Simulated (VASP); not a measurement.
Input of a VASP 6.6.1 run:

INCAR

```
SYSTEM = Lu3Cd
PREC = Accurate ; ENCUT = 520
EDIFF = 1E-6 ; ISMEAR = -1
SIGMA = 0.1 ; LREAL = .FALSE.
LASPH = .TRUE. ; NELM = 100
ALGO = Normal ; ISIF = 2
LWAVE = .FALSE. ; LCHARG = .FALSE.
GGA = CA ; NBANDS = 52
```

KPOINTS

```
Automatic mesh
0
G
  6 6 6
  0 0 0
```

POSCAR

```
Lu3Cd
1.0
    4.5677444120      0.0000000000      0.0000000000
    0.0000000000      4.5677444120      0.0000000000
    0.0000000000      0.0000000000      4.5677444120
Cd Lu
1 3
Direct
    0.0000000000      0.0000000000      0.0000000000
    0.0000000000      0.5000000000      0.5000000000
    0.5000000000      0.0000000000      0.5000000000
    0.5000000000      0.5000000000      0.0000000000
```

Potentials or basis: VASP PAW PBE potentials, release 64 (Cd, Lu).

Run with:

```sh
$ cat potpaw_PBE.64/Cd/POTCAR potpaw_PBE.64/Lu/POTCAR > POTCAR
$ mpirun -np 1 vasp_std > vasp.out
```

Q: Estimate the pressure.

A: 0.3 GPa.

Caveat: the PAW data sets were made with another functional, which shifts forces and pressure a little.
